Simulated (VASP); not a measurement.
Crystal: SiO2.

```
Si O
1.0
     4.95700    0.00000    0.00000
     0.00000    4.95700    0.00000
     0.00000    0.00000    6.89030
Si O
4 8
Direct
  0.30470 0.30470 0.00000
  0.19530 0.80470 0.25000
  0.69530 0.69530 0.50000
  0.80470 0.19530 0.75000
  0.23810 0.11090 0.18260
  0.38910 0.73810 0.43260
  0.76190 0.88910 0.68260
  0.61090 0.26190 0.93260
  0.73810 0.38910 0.56740
  0.88910 0.76190 0.31740
  0.26190 0.61090 0.06740
  0.11090 0.23810 0.81740
```

- Program: VASP 6.6.1
- Task: relaxation of the atoms
- Functional: PBE
- Potentials or basis: VASP PAW PBE potentials, release 64 (Si, O)
- Cutoff: 520 eV
- k mesh: 4 × 4 × 3
- Occupations: fermi-dirac, width 0.02 eV
- Spin: no spin polarisation

At the start: pressure 6.2 GPa; volume 14.11 Å³/atom.

Task: How do energy, volume and symmetry change on relaxing?

Result: Over 10 steps the energy falls by 7.0 meV/atom; space group P4_12_12 (No. 92, to 0.1 Å) before and after.

Step by step:
| step | energy change (eV) | largest force (eV/Å) | pressure (GPa) |
| --- | --- | --- | --- |
| 1 | 0.0000 | 0.4994 | 6.17 |
| 2 | 0.0451 | 1.2414 | 4.97 |
| 3 | -0.0246 | 0.3611 | 5.62 |
| 4 | -0.0611 | 0.1632 | 3.96 |
| 5 | -0.0705 | 0.1501 | 2.57 |
| 6 | -0.0767 | 0.0962 | 2.29 |
| 7 | -0.0838 | 0.0571 | 1.61 |
| 8 | -0.0840 | 0.0552 | 1.50 |
| 9 | -0.0794 | 0.2482 | 1.44 |
| 10 | -0.0842 | 0.0158 | 1.49 |

Final structure:
```
CELL_PARAMETERS angstrom
4.95700 0.00000 0.00000
0.00000 4.95700 0.00000
0.00000 0.00000 6.89030
ATOMIC_POSITIONS crystal
Si 0.30749 0.30749 0.00000
Si 0.19251 0.80749 0.25000
Si 0.69251 0.69251 0.50000
Si 0.80749 0.19251 0.75000
O 0.23636 0.12034 0.18698
O 0.37966 0.73636 0.43698
O 0.76364 0.87966 0.68698
O 0.62034 0.26364 0.93698
O 0.73636 0.37966 0.56302
O 0.87966 0.76364 0.31302
O 0.26364 0.62034 0.06302
O 0.12034 0.23636 0.81302
```
